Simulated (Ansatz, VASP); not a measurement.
**ScIr3C in VASP and in Ansatz**

INCAR

```
SYSTEM = ScIr3C
PREC = Accurate
ENCUT = 520
EDIFF = 1E-7
ISMEAR = 1
SIGMA = 0.05
LREAL = .FALSE.
LASPH = .TRUE.
NELM = 80
ALGO = Normal
ISIF = 2
LWAVE = .FALSE.
LCHARG = .FALSE.
GGA = PE
NBANDS = 29
```

Contents of KPOINTS:

```
Automatic mesh
0
G
  5 5 5
  0 0 0
```

Contents of POSCAR:

```
ScIr3C
1.0
    4.7264168583      0.0000000000      0.0000000000
    0.0000000000      4.7264168583      0.0000000000
    0.0000000000      0.0000000000      4.7264168583
Sc Ir C
1 3 1
Direct
    0.0000000000      0.0000000000      0.0000000000
    0.5000000000      0.0000000000      0.0000000000
    0.0000000000      0.5000000000      0.0000000000
    0.0000000000      0.0000000000      0.5000000000
    0.5000000000      0.5000000000      0.5000000000
```

Input for Ansatz:

```yaml
crystal:
  lattice:
    - [4.7264168583203965, 0.0, 0.0]
    - [0.0, 4.7264168583203965, 0.0]
    - [0.0, 0.0, 4.7264168583203965]
  atoms:
    - { symbol: Sc, position: [0.0, 0.0, 0.0] }
    - { symbol: Ir, position: [0.5, 0.0, 0.0] }
    - { symbol: Ir, position: [0.0, 0.5, 0.0] }
    - { symbol: Ir, position: [0.0, 0.0, 0.5] }
    - { symbol: C, position: [0.5, 0.5, 0.5] }
basis:
  ecutwfc: 500.0
kpoints:
  mp_grid:
    grid: [5, 5, 5]
hamiltonian:
  xc: pbe
scf:
  occupations:
    method: methfessel_paxton
    width: 0.05
output:
  stress: true
```

Alike in both runs: task single point; functional PBE; k mesh 5 × 5 × 5; occupations methfessel-paxton of order 1, width 0.05 eV; no spin polarisation.

|  | VASP | Ansatz |
| --- | --- | --- |
| version | VASP 6.6.1 | Ansatz 0.2.0 |
| potentials or method | VASP PAW PBE potentials, release 64 (Sc_sv, Ir, C), cutoff 520 eV | plane waves, PAW |
| valence electrons in the cell | 42 | 66 |

|  | VASP | Ansatz | Ansatz less VASP |
| --- | --- | --- | --- |
| pressure (GPa) | -2.6 | -3.3 | -0.62 |

The functional is the same, so the differences come from potentials, cutoffs and numerics. VASP's potentials hold 42 valence electrons a cell and Ansatz's 66, so a difference there can come from the potentials and not from the codes.

Spin-orbit coupling is off throughout.
